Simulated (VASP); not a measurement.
AlN, 16 atoms in the cell. The typed cell holds 16 atoms: a = 6.260 Å, b = 6.260 Å, c = 5.017 Å, α = 90.00°, β = 90.00°, γ = 120.00°. 

```yaml
Program: VASP 6.6.1
Task: single point
Functional: PBE
Potentials_or_basis: VASP PAW PBE potentials, release 64 (Al, N)
Cutoff: 700 eV
k_mesh: 1 × 1 × 2, shifted
Occupations: gaussian, width 0.01 eV
Spin: no spin polarisation
Dipole_correction: no
Mended: yes
Further_INCAR_settings: LREAL = Auto; ALGO = Normal; EDIFF = 1e-06; NBANDS = 46; ISYM = -1
```

Potentials or basis: VASP PAW PBE potentials, release 64 (Al, N).

Run with:

```sh
$ cat potpaw_PBE.64/Al/POTCAR potpaw_PBE.64/N/POTCAR > POTCAR
$ mpirun -np 1 vasp_std > vasp.out
```

Hardware: 1 thread of Intel(R) Xeon(R) Platinum 8488C (Sapphire Rapids), with other jobs on the host.

Task: Estimate the wall time of this run.

Result: It took 47 s on 1 thread of Intel(R) Xeon(R) Platinum 8488C (Sapphire Rapids), with other jobs on the host, peak memory 0.33 GiB. Counts: scf iterations 15, k points 2.
